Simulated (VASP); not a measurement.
B:

```
CELL_PARAMETERS angstrom
3.93852 2.27391 0.85982
-3.93852 2.27391 0.85982
0.00000 -4.54781 0.85982
ATOMIC_POSITIONS crystal
B 0.00019 0.26362 0.00019
B 0.00019 0.00019 0.26362
B 0.26362 0.00019 0.00019
B 0.72880 0.39160 0.72880
B 0.72880 0.72880 0.39160
B 0.39160 0.72880 0.72880
```

- Program: VASP 6.6.1
- Task: relaxation of cell and atoms
- Functional: PBE
- Potentials or basis: VASP PAW PBE potentials, release 64 (B)
- Cutoff: 600 eV
- k mesh: 6 × 6 × 6
- Occupations: gaussian, width 0.1 eV
- Spin: no spin polarisation

At the start: pressure -20.0 GPa; volume 7.70 Å³/atom.

**Question.** How do energy, volume and symmetry change on relaxing?

**Answer.** Over 10 steps the energy falls by 224.0 meV/atom and the volume is 6.83 Å³/atom (-11.3 %); space group R3m (No. 160, to 0.1 Å) before and after.

Step by step:
```tsv
step	energy change (eV)	largest force (eV/Å)	pressure (GPa)	volume (Å³)
1	0.0000	0.5403	-20.01	46.20
2	-0.6925	1.0032	9.66	40.01
3	-0.6927	0.9730	8.94	40.11
4	-1.1430	0.8815	16.93	38.61
5	-1.1469	0.8149	18.29	38.40
6	-1.2871	0.7327	-6.59	42.15
7	-1.3402	0.2537	0.70	40.84
8	-1.3403	0.2357	0.99	40.79
9	-1.3430	0.1257	-1.03	41.09
10	-1.3442	0.0280	-0.32	40.98
```

Final structure:
```xyz
6
Lattice="3.5271 2.0364 0.9509 -3.5271 2.0364 0.9509 0.0000 -4.0727 0.9509" Properties=species:S:1:pos:R:3 pbc="T T T"
B    -0.9042    0.5220    0.2613
B     0.0000   -1.0441    0.2613
B     0.9042    0.5220    0.2613
B     1.1576   -0.6683    1.7481
B     0.0000    1.3367    1.7481
B    -1.1576   -0.6683    1.7481
```

Caveat: the k points lie up to 0.41 Å⁻¹ apart in the final cell, too coarse for converged energies and pressures of a metal.
